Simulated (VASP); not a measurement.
# TiSi2 (Fddd) in VASP: notebook, part 3 of 3

VASP 6.6.1.

### Step 5. Electric field gradients, PBEsol (equal xx and yy strain of +3 %)

File INCAR:

```
SYSTEM = TiSi2
PREC     = Accurate       ! precision mode
ENCUT    = 520            ! plane-wave cutoff, eV
EDIFF    = 1E-8           ! SCF threshold, eV
ISMEAR   = -1             ! smearing method
SIGMA    = 0.08           ! smearing width, eV
LREAL    = .False.        ! projectors in reciprocal space
LASPH    = .True.         ! aspherical terms in the spheres
NELM     = 60             ! most SCF steps
ALGO     = Normal         ! electronic algorithm
ISIF     = 2              ! what is computed and relaxed
LWAVE    = .False.        ! write WAVECAR
LCHARG   = .False.        ! write CHGCAR
GGA      = PS             ! functional
LEFG     = .True.       
NBANDS   = 29             ! bands
```

File KPOINTS:

```
Automatic mesh
0
Gamma
  8 8 8
  0 0 0
```

File POSCAR:

```
TiSi2
1.0
    0.0000000000      4.2415400000      4.2615000000
    2.4580950000      0.0000000000      4.2615000000
    2.4580950000      4.2415400000      0.0000000000
Ti Si
2 4
Direct
    0.7500000000      0.7500000000      0.7500000000
    0.5000000000      0.5000000000      0.5000000000
    0.0830000000      0.4170000000      0.0830000000
    0.4170000000      0.0830000000      0.4170000000
    0.1670000000      0.8330000000      0.1670000000
    0.8330000000      0.1670000000      0.8330000000
```

Potentials or basis: VASP PAW PBE potentials, release 64 (Ti_sv, Si).

Command:

```console
> cat potpaw_PBE.64/Ti_sv/POTCAR potpaw_PBE.64/Si/POTCAR > POTCAR
> mpirun -np 1 vasp_std > vasp.out
```

OUTCAR:

```text
SYSTEM = TiSi2
   PREC = Accurate
   ENCUT = 520
   EDIFF = 1E-8
   ISMEAR = -1
   LREAL = .False.
   LASPH = .True.
   NELM = 60
   ISIF = 2
   GGA = PS

 ion  position               nearest neighbor table
   1  0.750  0.750  0.750-   6 2.56   5 2.56   6 2.56   5 2.56   3 2.82   4 2.82   4 2.84   4 2.84
                             3 2.84   3 2.84
   2  0.500  0.500  0.500-   3 2.56   4 2.56   3 2.56   4 2.56   5 2.82   6 2.82   5 2.84   5 2.84
                             6 2.84   6 2.84
   3  0.083  0.417  0.083-   2 2.56   2 2.56   5 2.56   5 2.56   1 2.82   4 2.83   4 2.83   4 2.83
                             1 2.84   1 2.84
   4  0.417  0.083  0.417-   2 2.56   2 2.56   6 2.56   6 2.56   1 2.82   3 2.83   3 2.83   3 2.83
                             1 2.84   1 2.84
   5  0.167  0.833  0.167-   1 2.56   1 2.56   3 2.56   3 2.56   2 2.82   6 2.83   6 2.83   6 2.83
                             2 2.84   2 2.84
   6  0.833  0.167  0.833-   1 2.56   1 2.56   4 2.56   4 2.56   2 2.82   5 2.83   5 2.83   5 2.83
                             2 2.84   2 2.84

  LATTYP: Found a face centered orthorhombic cell.
 ALAT       =     4.9161900000
 B/A-ratio  =     1.7255394930
 C/A-ratio  =     1.7336596023

  Lattice vectors:
[... 994 lines left out ...]
    total drift:                               -0.000000     -0.000000     -0.000000

  FREE ENERGIE OF THE ION-ELECTRON SYSTEM (eV)
  ---------------------------------------------------
  free  energy   TOTEN  =       -43.4950296667 eV

  energy  without entropy=      -43.4497385061  energy(sigma->0) =      -43.47238409

 Electric field gradients (V/A^2)
---------------------------------------------------------------------
 ion       V_xx      V_yy      V_zz      V_xy      V_xz      V_yz
---------------------------------------------------------------------
   1       3.523    17.441   -20.963     0.000    -0.000     0.000
   2       3.523    17.441   -20.963     0.000    -0.000     0.000
   3       3.994    16.283   -20.277    -0.000    28.729     0.000
   4       3.994    16.283   -20.277     0.000   -28.729     0.000
   5       3.994    16.283   -20.277    -0.000    28.729     0.000
   6       3.994    16.283   -20.277     0.000   -28.729     0.000
---------------------------------------------------------------------

 Electric field gradients after diagonalization (V/A^2)
 (convention: |V_zz| > |V_xx| > |V_yy|)
----------------------------------------------------------------------
 ion       V_xx      V_yy      V_zz     asymmetry (V_yy - V_xx)/ V_zz
----------------------------------------------------------------------
   1      17.441     3.523   -20.963       0.664
   2      17.441     3.523   -20.963       0.664
   3      23.046    16.283   -39.328       0.172
   4      23.046    16.283   -39.328       0.172
   5      23.046    16.283   -39.328       0.172
   6      23.046    16.283   -39.328       0.172
----------------------------------------------------------------------

           NMR quadrupolar parameters

 Cq : quadrupolar parameter    Cq=e*Q*V_zz/h
 eta: asymmetry parameters     (V_yy - V_xx)/ V_zz
 Q  : nuclear electric quadrupole moment in mb (millibarn)
----------------------------------------------------------------------
 ion       Cq(MHz)       eta       Q (mb)
----------------------------------------------------------------------
   1      -0.051       0.664       1.000
   2      -0.051       0.664       1.000
   3      -0.095       0.172       1.000
   4      -0.095       0.172       1.000
   5      -0.095       0.172       1.000
   6      -0.095       0.172       1.000
----------------------------------------------------------------------
```

OSZICAR:

```text
N       E                     dE             d eps       ncg     rms          rms(c)
DAV:   1     0.381533353147E+03    0.38153E+03   -0.18779E+04  5510   0.145E+03
DAV:   2    -0.188488465503E+01   -0.38342E+03   -0.37305E+03  5565   0.423E+02
DAV:   3    -0.437908695802E+02   -0.41906E+02   -0.41104E+02  9094   0.117E+02
DAV:   4    -0.472378494748E+02   -0.34470E+01   -0.34278E+01  8044   0.299E+01
DAV:   5    -0.474382494412E+02   -0.20040E+00   -0.20034E+00  8356   0.607E+00    0.181E+01
DAV:   6    -0.443220658497E+02    0.31162E+01   -0.35797E+01  7807   0.412E+01    0.715E+00
DAV:   7    -0.436101999031E+02    0.71187E+00   -0.74607E+00  7570   0.197E+01    0.494E+00
DAV:   8    -0.435149786191E+02    0.95221E-01   -0.98855E-01  7519   0.754E+00    0.134E+00
DAV:   9    -0.434945496978E+02    0.20429E-01   -0.17173E-01  7531   0.339E+00    0.490E-01
DAV:  10    -0.434954826338E+02   -0.93294E-03   -0.76971E-03  7408   0.643E-01    0.236E-01
DAV:  11    -0.434952458915E+02    0.23674E-03   -0.72040E-03  8061   0.620E-01    0.161E-01
DAV:  12    -0.434950288030E+02    0.21709E-03   -0.15109E-03  7720   0.298E-01    0.156E-02
DAV:  13    -0.434950301631E+02   -0.13601E-05   -0.33144E-05  7374   0.481E-02    0.125E-02
DAV:  14    -0.434950300382E+02    0.12495E-06   -0.20321E-06  7504   0.115E-02    0.418E-03
DAV:  15    -0.434950296231E+02    0.41506E-06   -0.16014E-06  8070   0.834E-03    0.534E-04
DAV:  16    -0.434950296492E+02   -0.26120E-07   -0.44573E-08  6430   0.164E-03    0.471E-04
DAV:  17    -0.434950296731E+02   -0.23872E-07   -0.63783E-09  4512   0.767E-04    0.219E-04
DAV:  18    -0.434950296667E+02    0.63987E-08   -0.13813E-09  3973   0.391E-04
   1 F= -.43495030E+02 E0= -.43472384E+02  d E =-.452912E-01
```

stdout:

```text
POSCAR found type information on POSCAR TiSi
 POSCAR found :  2 types and       6 ions
 scaLAPACK will be used
 -----------------------------------------------------------------------------
|                                                                             |
|                                                                             |
|     You enforced a specific xc type in the INCAR file but a different       |
|     I HOPE YOU KNOW WHAT YOU ARE DOING!                                     |
|                                                                             |
 -----------------------------------------------------------------------------

 LDA part: xc-table for (Slater+PW92), standard interpolation
 POSCAR, INCAR and KPOINTS ok, starting setup
 FFT: planning ... GRIDC
 FFT: planning ... GRID_SOFT
 FFT: planning ... GRID
 WAVECAR not read
 entering main loop
ion   1

ion   2

ion   3

ion   4

ion   5

ion   6
```

Wall time 6 min (1 thread of Intel Xeon Platinum 8488C (Sapphire Rapids), shared host); peak memory 0.38 GiB.

What came out:

```
Free energy            : -43.4950 eV
Pressure               : -8.4 GPa
Largest force          : 0.114 eV/Å
Band gap on the k mesh : zero (band 20 reaches 10.06 eV, above the bottom of band 21 at 8.32 eV)
```

Forces on the atoms (eV/Å):
```
Ti   0.000  0.000  0.000
Ti   0.000  0.000  0.000
Si   0.000  0.114  0.000
Si   0.000 -0.114  0.000
Si   0.000 -0.114  0.000
Si   0.000  0.114  0.000
```

Electric field gradients, principal values (V/Å²):
```tsv
atom	least	middle	greatest (by size)
1 Ti	3.523	17.441	-20.963
2 Ti	3.523	17.441	-20.963
3 Si	16.283	23.046	-39.328
4 Si	16.283	23.046	-39.328
5 Si	16.283	23.046	-39.328
6 Si	16.283	23.046	-39.328
```

Caveat: the cell differs from its parent crystal (equal xx and yy strain of +3 %); without QUAD_EFG the Cq values of the log hold for a quadrupole moment of 1 mb, not for the nuclei; the PAW data sets were made with another functional, which shifts forces and pressure a little.
